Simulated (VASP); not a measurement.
# Zn: single point with PBEsol

Crystal: Zn.

```xyz
1
Lattice="0.0000 1.9215 1.9215 1.9215 0.0000 1.9215 1.9215 1.9215 0.0000" Properties=species:S:1:pos:R:3 pbc="T T T"
Zn    0.0000    0.0000    0.0000
```

```yaml
Program: VASP 6.6.1
Task: single point
Functional: PBEsol
Potentials_or_basis: VASP PAW PBE potentials, release 64 (Zn)
Cutoff: 520 eV
k_mesh: 23 × 23 × 23
Occupations: fermi-dirac, width 0.1 eV
Spin: no spin polarisation
```

```yaml
Pressure: 0.3 GPa
Band_gap_on_the_k_mesh: zero (band 6 reaches 5.45 eV, above the bottom of band 7 at 2.19 eV)
```

Levels at points of the mesh, in eV from the Fermi level:
| k point | band 3 | band 4 | band 5 | band 6 | band 7 | band 8 | band 9 | band 10 |
| --- | --- | --- | --- | --- | --- | --- | --- | --- |
| (0.00, 0.00, 0.00) | -7.78 | -7.78 | -7.35 | -7.35 | 19.18 | 19.18 | 19.18 | 19.42 |

It took 32 s on 1 thread of Intel(R) Xeon(R) Platinum 8488C (Sapphire Rapids), with other jobs on the host, peak memory 0.17 GiB.

Caveat: the PAW data sets were made with another functional, which shifts forces and pressure a little.
